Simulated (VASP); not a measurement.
Li2H5:

```
Li H
1.0
     1.45636    0.84083    6.74895
    -1.45636    0.84083    6.74895
     0.00000   -1.68166    6.74895
Li H
2 5
Cartesian
  0.0000 0.0000 1.5185
  0.0000 0.0000 18.7283
  0.0000 0.0000 3.7659
  0.0000 0.0000 16.4809
  0.0000 0.0000 6.7422
  0.0000 0.0000 13.5046
  0.0000 0.0000 10.1234
```

The cell was generated, and may not be a known phase.

| Quantity | Value |
| --- | --- |
| Program | VASP 6.6.1 |
| Task | relaxation of cell and atoms |
| Functional | PBE |
| Potentials or basis | VASP PAW PBE potentials, release 64 (Li_sv, H) |
| Cutoff | 600 eV |
| k mesh | 6 × 6 × 6 |
| Occupations | gaussian, width 0.1 eV |
| Spin | no spin polarisation |

At the start: pressure -7.8 GPa; volume 7.08 Å³/atom.

**Question.** How do energy, volume and symmetry change on relaxing?

**Answer.** Over 11 steps the energy falls by 116.8 meV/atom and the volume is 5.65 Å³/atom (-20.3 %); space group R-3m (No. 166, to 0.1 Å) before and after.

Step by step:
| step | energy change (eV) | largest force (eV/Å) | pressure (GPa) | volume (Å³) |
| --- | --- | --- | --- | --- |
| 1 | 0.0000 | 0.9199 | -7.84 | 49.59 |
| 2 | -0.2072 | 0.8956 | -6.80 | 47.14 |
| 3 | -0.6320 | 0.7259 | -1.57 | 40.24 |
| 4 | 0.0910 | 0.6740 | 28.49 | 28.40 |
| 5 | -0.6434 | 0.6863 | 1.94 | 37.61 |
| 6 | -0.6483 | 0.5937 | 4.52 | 36.06 |
| 7 | -0.7478 | 0.2900 | 4.02 | 36.40 |
| 8 | -0.7777 | 0.0999 | 3.88 | 36.62 |
| 9 | -0.7810 | 0.0693 | 3.86 | 36.73 |
| 10 | -0.8122 | 0.0360 | 1.30 | 38.35 |
| 11 | -0.8178 | 0.0195 | -0.28 | 39.54 |

Final structure:
```xyz
7
Lattice="1.3782 0.7957 6.0086 -1.3782 0.7957 6.0086 0.0000 -1.5914 6.0086" Properties=species:S:1:pos:R:3 pbc="T T T"
Li    0.0000    0.0000    1.3802
Li    0.0000    0.0000   16.6457
H     0.0000    0.0000    3.7253
H     0.0000    0.0000   14.3006
H     0.0000    0.0000    5.9813
H     0.0000    0.0000   12.0446
H     0.0000    0.0000    9.0129
```

Caveat: the k points lie up to 0.44 Å⁻¹ apart in the final cell, too coarse for converged energies and pressures of a metal; the cutoff is under 1.25 times the usual one of these potentials, so pressure, stress and relaxed cells hold a basis-set (Pulay) error; the volume moved by over 15 % at a fixed basis, so the end points are rough.
